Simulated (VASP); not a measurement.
Write the native input for VASP 6.6.1 that does the following.

| Item | Value |
| --- | --- |
| Task | single point |
| Functional | PBE |
| Potentials or basis | VASP PAW PBE potentials, release 64 (Cu) |
| Cutoff | 600 eV |
| k mesh | 11 × 11 × 11 |
| Occupations | fermi-dirac, width 0.1 eV |
| Spin | no spin polarisation |
| Dipole correction | no |
| Further INCAR settings | ALGO = Normal; EDIFF = 1e-06; NBANDS = 12 |

The structure of Cu lies in POSCAR:

```
Cu
1.0
    0.0000000000      1.8770866178      1.8770866178
    1.8770866178      0.0000000000      1.8770866178
    1.8770866178      1.8770866178      0.0000000000
Cu
1
Direct
    0.0000000000      0.0000000000      0.0000000000
```

The input as run:

INCAR

```
PREC = Accurate
ENCUT = 600
EDIFF = 1E-6
ISMEAR = -1
SIGMA = 0.1
LREAL = F
LASPH = T
NELM = 120
ALGO = Normal
ISIF = 2
LWAVE = F
LCHARG = F
GGA = PE
NBANDS = 12
GGA_COMPAT = F
```

KPOINTS

```
regular mesh
0
Gamma
  11 11 11
```

Potentials or basis: VASP PAW PBE potentials, release 64 (Cu).

Command:

```bash
$ cat potpaw_PBE.64/Cu/POTCAR > POTCAR
$ mpirun -np 1 vasp_std > vasp.out
```

Results of the run:

| Item | Value |
| --- | --- |
| Pressure | -10.5 GPa |

Wall time 16 s on 1 thread of Intel Xeon 8259CL, on a shared host, peak memory 0.14 GiB.
